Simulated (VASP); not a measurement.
Runs of VASP 6.6.1 on MgAl2Cl2. The structure is that of space group P-3m1 (No. 164), or close to it. The cells are those of the table. 

| task | cell | cutoff (eV) | smearing | gap on the mesh (eV) | pressure (GPa) | relaxed volume (Å³/atom) | largest force (eV/Å) |
| --- | --- | --- | --- | --- | --- | --- | --- |
| single point | a = 4.248, b = 4.248, c = 9.127 Å, angles 90.0, 90.0, 120.0°, 5 atoms | 520 | tetrahedron | none | -0.1 | - | - |
| relaxation of cell and atoms | relaxed from a = 4.021, b = 4.021, c = 6.926 Å, angles 90.0, 90.0, 120.0°, 5 atoms | 600 | fermi-dirac 0.0429 eV | none | 0.0 | 25.31 | 0.01 |
| single point | a = 3.547, b = 3.547, c = 12.982 Å, angles 90.0, 90.0, 120.0°, 5 atoms | 520 | fermi-dirac 0.0429 eV | none | -0.1 | - | 0.02 |
| relaxation of cell and atoms | relaxed from a = 4.021, b = 4.021, c = 6.926 Å, angles 90.0, 90.0, 120.0°, 5 atoms | 600 | tetrahedron | none | 0.0 | (a) | - |

Alike in all rows: level PBE; potentials or basis VASP PAW PBE potentials, release 64 (Al, Cl, Mg); no spin polarisation; k mesh 5 × 5 × 3.

Problem. Fill in the values left out.

Solution. (a) 25.29.

Caveats: some runs use coarse meshes; the volume moved by over 15 % at a fixed basis, so the end points are rough (some runs).

A gap of «none» marks levels without a gap at the run's occupations.
